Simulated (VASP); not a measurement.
Input of a VASP 6.6.1 run:

Contents of INCAR:

```
  PREC = Accurate
  ENCUT = 520
  EDIFF = 1E-6
  ISMEAR = 0
  SIGMA = 0.1
  LREAL = False
  LASPH = True
  NELM = 80
  ALGO = Normal
  ISIF = 2
  LWAVE = False
  LCHARG = True
  GGA = PE
  LELF = True
  LVHAR = True
  NBANDS = 26
```

File KPOINTS:

```
Automatic mesh
0
Gamma
  6 6 4
```

The input POSCAR:

```
LiWS3
1.0
    4.9788985641      0.0000000038      0.0000000000
   -2.4894492853      4.3118526375      0.0000000000
    0.0000000000      0.0000000000      4.4406580056
Li W S
1 1 3
Direct
    0.0000000000      0.0000000000      0.5000000000
    0.0000000000      0.0000000000      0.0000000000
    0.5000000000      0.0000000000      0.5000000000
    0.0000000000      0.5000000000      0.5000000000
    0.5000000000      0.5000000000      0.5000000000
```

Potentials or basis: VASP PAW PBE potentials, release 64 (Li_sv, W_sv, S).

The run is started by

```bash
$ cat potpaw_PBE.64/Li_sv/POTCAR potpaw_PBE.64/W_sv/POTCAR potpaw_PBE.64/S/POTCAR > POTCAR
$ mpirun -np 1 vasp_std > vasp.out
```

**Question.** Estimate the band gap on the k mesh.

**Answer.** Zero (an odd number of electrons rules out a gap without spin polarisation).

Caveat: spin-orbit coupling is left out, which moves the levels of the heavy elements; an odd number of electrons without spin polarisation forces a metal; a magnetic or distorted state may lie lower.
